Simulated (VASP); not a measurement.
# Zr2C (P6/mmm) in VASP: single point with PBEsol

Aim: the single point of Zr2C with PBEsol.

Program: VASP 6.6.1. These are calculated values, not measurements. Logs are shortened: lines on timing, memory, paths and dates and some standing lists are left out, and cuts for length are marked.

### Step 1. The cell of the first run

The structure is hexagonal, space group P6/mmm (No. 191). The conventional cell has a = 4.459 Å, b = 4.459 Å, c = 2.728 Å, α = 90.00°, β = 90.00°, γ = 120.00°. Within 3.4 Å of Zr (site symmetry -6m2) lie 5 Zr at 2.57 to 2.73 Å and 6 C at 2.91 Å. Within 3.6 Å of C (site symmetry 6/mmm) lie 2 C at 2.73 Å and 12 Zr at 2.91 Å.

### Step 2. Single point, PBEsol, non-collinear spin, zero start, spin-orbit coupling

Contents of INCAR:

```
PREC     = Accurate       # precision mode
ENCUT    = 520            # plane-wave cutoff, eV
EDIFF    = 1E-7           # SCF threshold, eV
ISMEAR   = -1             # smearing method
SIGMA    = 0.05           # smearing width, eV
LREAL    = F              # projectors in reciprocal space
LASPH    = T              # aspherical terms in the spheres
NELM     = 150            # most SCF steps
ALGO     = Normal         # electronic algorithm
ISIF     = 2              # what is computed and relaxed
LWAVE    = F              # write WAVECAR
LCHARG   = F              # write CHGCAR
LNONCOLLINEAR= T              # non-collinear magnetism
MAGMOM   = 0 0 0 0 0 0 0 0 0 # initial moments
LORBIT   = 11             # projections on sites
LSORBIT  = T              # spin-orbit coupling
GGA_COMPAT= F            
LORBMOM  = T            
LMAXMIX  = 4              # l up to which the mixer works
GGA      = PS             # functional
NBANDS   = 41             # bands
```

Contents of KPOINTS:

```
Automatic mesh
0
Gamma
  5 5 7
```

Contents of POSCAR:

```
Zr2C
1.0
    4.4587284747      0.0000000000      0.0000000000
   -2.2293642374      3.8613721277      0.0000000000
    0.0000000000      0.0000000000      2.7282808183
Zr C
2 1
Direct
    0.3333333333      0.6666666667      0.0000000000
    0.6666666667      0.3333333333      0.0000000000
    0.0000000000      0.0000000000      0.5000000000
```

Potentials or basis: VASP PAW PBE potentials, release 64 (Zr_sv, C).

Launch:

```
$ cat potpaw_PBE.64/Zr_sv/POTCAR potpaw_PBE.64/C/POTCAR > POTCAR
$ mpirun -np 1 vasp_ncl > vasp.out
```

OUTCAR:

```text
PREC = Accurate
   ENCUT = 520
   EDIFF = 1E-7
   ISMEAR = -1
   LREAL = F
   LASPH = T
   NELM = 150
   ISIF = 2
   LNONCOLLINEAR = T
   LORBIT = 11
   LSORBIT = T
   GGA = PS

 ion  position               nearest neighbor table
   1  0.333  0.667  0.000-   2 2.57   2 2.57   2 2.57   3 2.91   3 2.91   3 2.91   3 2.91   3 2.91
                             3 2.91   2 3.75   2 3.75   2 3.75   2 3.75   2 3.75   2 3.75
   2  0.667  0.333  0.000-   1 2.57   1 2.57   1 2.57   3 2.91   3 2.91   3 2.91   3 2.91   3 2.91
                             3 2.91   1 3.75   1 3.75   1 3.75   1 3.75   1 3.75   1 3.75
   3  0.000  0.000  0.500-   1 2.91   2 2.91   1 2.91   2 2.91   2 2.91   2 2.91   1 2.91   1 2.91
                             2 2.91   2 2.91   1 2.91   1 2.91

  LATTYP: Found a hexagonal cell.
 ALAT       =     4.4587284747
 C/A-ratio  =     0.6118966055

  Lattice vectors:

 A1 = (   4.4587284747,   0.0000000000,   0.0000000000)
 A2 = (  -2.2293642374,   3.8613721277,   0.0000000000)
 A3 = (   0.0000000000,   0.0000000000,   2.7282808183)

Analysis of symmetry for initial positions (statically):
=====================================================================
 Subroutine PRICEL returns:
 Original cell was already a primitive cell.

 Routine SETGRP: Setting up the symmetry group for a
 hexagonal supercell.

 Subroutine GETGRP returns: Found 24 space group operations
 (whereof 24 operations were pure point group operations)
 out of a pool of 24 trial point group operations.

The static configuration has the point symmetry D_6h.

Analysis of symmetry for dynamics (positions and initial velocities):
=====================================================================
 Subroutine PRICEL returns:
 Original cell was already a primitive cell.

 Routine SETGRP: Setting up the symmetry group for a
 hexagonal supercell.

 Subroutine GETGRP returns: Found 24 space group operations
 (whereof 24 operations were pure point group operations)
 out of a pool of 24 trial point group operations.

The dynamic configuration has the point symmetry D_6h.

Analysis of structural, dynamic, and magnetic symmetry:
=====================================================================
 Subroutine PRICEL returns:
 Original cell was already a primitive cell.

 Routine SETGRP: Setting up the symmetry group for a
 hexagonal supercell.

 Subroutine GETGRP returns: Found 24 space group operations
 (whereof 24 operations were pure point group operations)
 out of a pool of 24 trial point group operations.

The overall configuration has the point symmetry D_6h.

 Subroutine INISYM returns: Found 24 space group operations
 (whereof 24 operations are pure point group operations),
 and found     1 'primitive' translations

----------------------------------------------------------------------------------------

                                     Primitive cell

  volume of cell :      46.9723

  direct lattice vectors                    reciprocal lattice vectors
     4.458728475  0.000000000  0.000000000     0.224279188  0.129487649  0.000000000
    -2.229364237  3.861372128  0.000000000     0.000000000  0.258975299  0.000000000
     0.000000000  0.000000000  2.728280818     0.000000000  0.000000000  0.366531185

  length of vectors
     4.458728475  4.458728475  2.728280818     0.258975299  0.258975299  0.366531185

  position of ions in fractional coordinates (direct lattice)
     0.333333333  0.666666667  0.000000000
     0.666666667  0.333333333  0.000000000
     0.000000000  0.000000000  0.500000000

  ion indices of the primitive-cell ions
   primitive index   ion index
                 1           1
                 2           2
                 3           3

----------------------------------------------------------------------------------------

 KPOINTS: Automatic mesh

Automatic generation of k-mesh.
 Grid dimensions read from file:
 generate k-points for:    5    5    7

 Generating k-lattice:

  Cartesian coordinates                     Fractional coordinates (reciprocal lattice)
     0.044855838  0.025897530  0.000000000     0.200000000 -0.000000000  0.000000000
     0.000000000  0.051795060  0.000000000     0.000000000  0.200000000  0.000000000
     0.000000000  0.000000000  0.052361598     0.000000000  0.000000000  0.142857143

  Length of vectors
     0.051795060  0.051795060  0.052361598

  Shift w.r.t. Gamma in fractional coordinates (k-lattice)
     0.000000000  0.000000000  0.000000000

 Subroutine IBZKPT returns following result:
 ===========================================
[... 61 lines left out ...]
   IMIX   =      4    mixing-type and parameters
     AMIX     =   0.40;   BMIX     =  1.00
     AMIX_MAG =   1.60;   BMIX_MAG =  1.00
  volume/ion in A,a.u.               =      15.66       105.66
  Fermi-wavevector in a.u.,A,eV,Ry     =   1.377781  2.603629 25.827682  1.898281
  Thomas-Fermi vector in A             =   2.502903
   LORBIT       =     11    0 simple, 1 ext, 2 COOP (PROOUT), +10 PAW based schemes
   GGA     = PS    functional components
   LHFCALC =     F    Hartree Fock is set to
   AEXX    =    0.0000 exact exchange contribution
   IVDW    =     0    specifies the selected vdW correction
   LEPSILON=     F    determine dielectric tensor
   LRPA    =     F    only Hartree local field effects (RPA)
  energy-cutoff  :      520.00
  volume of cell :       46.97
 maximum number of plane-waves:      2578
 NGX is ok and might be reduce to    36
   NGX = 17   NGY = 17   NGZ = 11

 number of electron      28.0000000 magnetization       0.0000000      0.0000000      0.0000000

 number of electron      27.9999999 magnetization      -0.0000000     -0.0000000     -0.0000000

 number of electron      27.9999999 magnetization      -0.0000000     -0.0000000      0.0000000

 number of electron      27.9999999 magnetization       0.0000000     -0.0000000      0.0000000

 Free energy of the ion-electron system (eV)
  ---------------------------------------------------
  ext. energy  EPLUGINS =         0.00000000
  ---------------------------------------------------
  free energy    TOTEN  =       -22.85239804 eV

  energy without entropy =      -22.82706133  energy(sigma->0) =      -22.83972968

 E-fermi :  10.0579     XC(G=0): -12.0311

 val. band max:       10.0374729273   @ k =   0.2000   0.2000   0.0000
 cond. band min:      10.1288817688   @ k =   0.0000   0.0000   0.1429
 fundamental gap:      0.0914088415
 Fermi energy:        10.0578707106

 k-point     1 :       0.0000    0.0000    0.0000
  band No.  band energies     occupation
      1     -38.8259      1.00000
      2     -38.8259      1.00000
      3     -38.0747      1.00000
      4     -38.0747      1.00000
      5     -18.4429      1.00000
      6     -18.4429      1.00000
[... 849 lines left out ...]
     39      14.6090      0.00000
     40      14.6090      0.00000
 [bands above 40 left out]

------------------------ aborting loop because EDIFF is reached ----------------------------------------

  FORCE on cell =-STRESS in cart. coord.  units (eV):
  Direction    XX          YY          ZZ          XY          YZ          ZX
  --------------------------------------------------------------------------------------
  -------------------------------------------------------------------------------------
  Total        0.0850453      0.0850453      0.0572531     -0.0000000      0.0000000      0.0000000
  in kB        2.9008086      2.9008086      1.9528451     -0.0000000      0.0000000      0.0000000
  external PRESSURE =       2.5848208 kB  Pullay stress =       0.0000000 kB

 VOLUME and BASIS-vectors are now :
 -----------------------------------------------------------------------------
  energy-cutoff  :      520.00
  volume of cell :       46.97
      direct lattice vectors                 reciprocal lattice vectors
     4.458728475  0.000000000  0.000000000     0.224279188  0.129487649  0.000000000
    -2.229364237  3.861372128  0.000000000     0.000000000  0.258975299  0.000000000
     0.000000000  0.000000000  2.728280818     0.000000000  0.000000000  0.366531185

 POSITION                                       TOTAL-FORCE (eV/Angst)
 -----------------------------------------------------------------------------------
     -0.00000      2.57425      0.00000         0.000000     -0.000000      0.000000
      2.22936      1.28712      0.00000        -0.000000      0.000000      0.000000
      0.00000      0.00000      1.36414        -0.000000      0.000000      0.000000
 -----------------------------------------------------------------------------------
    total drift:                                0.000000      0.000000      0.000000

  FREE ENERGIE OF THE ION-ELECTRON SYSTEM (eV)
  ---------------------------------------------------
  free  energy   TOTEN  =       -22.8523980351 eV

  energy  without entropy=      -22.8270613285  energy(sigma->0) =      -22.83972968

 orbital moment (x)

 # of ion     p       d       tot
 ----------------------------------------
  1        -0.000  -0.000  -0.000
  2         0.000  -0.000  -0.000
  3        -0.000   0.000  -0.000
 ----------------------------------------
           -0.000  -0.000  -0.000

 orbital moment (y)

 # of ion     p       d       tot
 ----------------------------------------
  1         0.000  -0.000  -0.000
  2         0.000   0.000   0.000
  3         0.000   0.000   0.000
 ----------------------------------------
            0.000  -0.000  -0.000

 orbital moment (z)

 # of ion     p       d       tot
 ----------------------------------------
  1         0.000   0.000   0.000
  2         0.000   0.000   0.000
  3        -0.000   0.000  -0.000
 ----------------------------------------
           -0.000   0.000   0.000

 Spin-Orbit-Coupling matrix elements

 Ion:    1  E_soc:     -0.1463785
 l=   1
     0.0000000    -0.0235598    -0.0237255
    -0.0235598     0.0000000    -0.0235598
    -0.0237255    -0.0235598     0.0000000
 l=   2
     0.0000000    -0.0001567     0.0000000    -0.0001567    -0.0006947
    -0.0001567     0.0000000    -0.0004530    -0.0001167    -0.0001567
     0.0000000    -0.0004530     0.0000000    -0.0004530     0.0000000
    -0.0001567    -0.0001167    -0.0004530     0.0000000    -0.0001567
    -0.0006947    -0.0001567     0.0000000    -0.0001567     0.0000000
 l=   3
     0.0000000     0.0000000     0.0000000     0.0000000     0.0000000     0.0000000     0.0000000
     0.0000000     0.0000000     0.0000000     0.0000000     0.0000000     0.0000000     0.0000000
     0.0000000     0.0000000     0.0000000     0.0000000     0.0000000     0.0000000     0.0000000
     0.0000000     0.0000000     0.0000000     0.0000000     0.0000000     0.0000000     0.0000000
[... 29 lines left out ...]
 l=   2
     0.0000000     0.0000000     0.0000000     0.0000000     0.0000000
     0.0000000     0.0000000     0.0000000     0.0000000     0.0000000
     0.0000000     0.0000000     0.0000000     0.0000000     0.0000000
     0.0000000     0.0000000     0.0000000     0.0000000     0.0000000
     0.0000000     0.0000000     0.0000000     0.0000000     0.0000000
 l=   3
     0.0000000     0.0000000     0.0000000     0.0000000     0.0000000     0.0000000     0.0000000
     0.0000000     0.0000000     0.0000000     0.0000000     0.0000000     0.0000000     0.0000000
     0.0000000     0.0000000     0.0000000     0.0000000     0.0000000     0.0000000     0.0000000
     0.0000000     0.0000000     0.0000000     0.0000000     0.0000000     0.0000000     0.0000000
     0.0000000     0.0000000     0.0000000     0.0000000     0.0000000     0.0000000     0.0000000
     0.0000000     0.0000000     0.0000000     0.0000000     0.0000000     0.0000000     0.0000000
     0.0000000     0.0000000     0.0000000     0.0000000     0.0000000     0.0000000     0.0000000

 total charge

# of ion       s       p       d       tot
------------------------------------------
    1        2.199   5.932   2.147  10.278
    2        2.199   5.932   2.147  10.278
    3        0.928   1.109   0.000   2.037
--------------------------------------------------
tot          5.327  12.972   4.294  22.593

 magnetization (x)

# of ion       s       p       d       tot
------------------------------------------
    1        0.000   0.000  -0.000  -0.000
    2       -0.000  -0.000   0.000  -0.000
    3        0.000  -0.000   0.000  -0.000
--------------------------------------------------
tot          0.000  -0.000  -0.000  -0.000

 magnetization (y)

# of ion       s       p       d       tot
------------------------------------------
    1        0.000   0.000   0.000   0.000
    2       -0.000   0.000   0.000   0.000
    3        0.000  -0.000   0.000  -0.000
--------------------------------------------------
tot         -0.000  -0.000   0.000   0.000

 magnetization (z)

# of ion       s       p       d       tot
------------------------------------------
    1        0.000   0.000   0.000   0.000
    2        0.000   0.000   0.000   0.000
    3       -0.000   0.000   0.000   0.000
--------------------------------------------------
tot         -0.000   0.000   0.000   0.000
```

Run time: 4.6 min. Hardware: 1 thread of Intel Xeon 8259CL, shared host; peak memory 0.29 GiB.

Results:

| Item | Value |
| --- | --- |
| Free energy | -22.8524 eV |
| Pressure | 0.3 GPa |
| Net moment | 0.00 μB per cell |
| Valence electrons inside the program's atomic spheres | Zr 10.28; C 2.04 |

Stress tensor (GPa, compression positive):
```
0.29 0.00 0.00
0.00 0.29 0.00
0.00 0.00 0.20
```

Moments on the atoms (μB; x, y, z):
```
Zr  0.00 0.00 0.00
Zr  0.00 0.00 0.00
C   0.00 0.00 0.00
```

Caveat: the PAW data sets were made with another functional, which shifts forces and pressure a little.
